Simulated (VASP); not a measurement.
Input of a VASP 6.6.1 run:

The input INCAR:

```
PREC = Accurate
ENCUT = 520
EDIFF = 1E-8
ISMEAR = -1
SIGMA = 0.05
LREAL = False
LASPH = True
NELM = 80
ALGO = Normal
ISIF = 2
LWAVE = False
LCHARG = False
LEFG = True
NBANDS = 12
```

KPOINTS

```
regular mesh
0
Gamma
  13 13 13
```

Contents of POSCAR:

```
Y
1.0
    0.0248500000      2.4974250000      2.4974250000
    2.4974250000      0.0248500000      2.4974250000
    2.4974250000      2.4974250000      0.0248500000
Y
1
Direct
    0.0000000000      0.0000000000      0.0000000000
```

Potentials or basis: VASP PAW LDA potentials, release 64 (Y_sv).

Command:

```console
$ cat potpaw_LDA.64/Y_sv/POTCAR > POTCAR
$ mpirun -np 1 vasp_std > vasp.out
```

**Question.** Predict the band gap on the k mesh.

**Answer.** Zero (an odd number of electrons rules out a gap without spin polarisation).

**Question.** Estimate the pressure.

**Answer.** -1.9 GPa.

Electric field gradients, principal values (V/Å²):
```csv
atom,least,middle,greatest (by size)
1 Y,3.408,3.408,-6.816
```

Caveat: the cell differs from its parent crystal (equal xy, yz and zx shear strains of +1 %); without QUAD_EFG the Cq values of the log hold for a quadrupole moment of 1 mb, not for the nuclei.
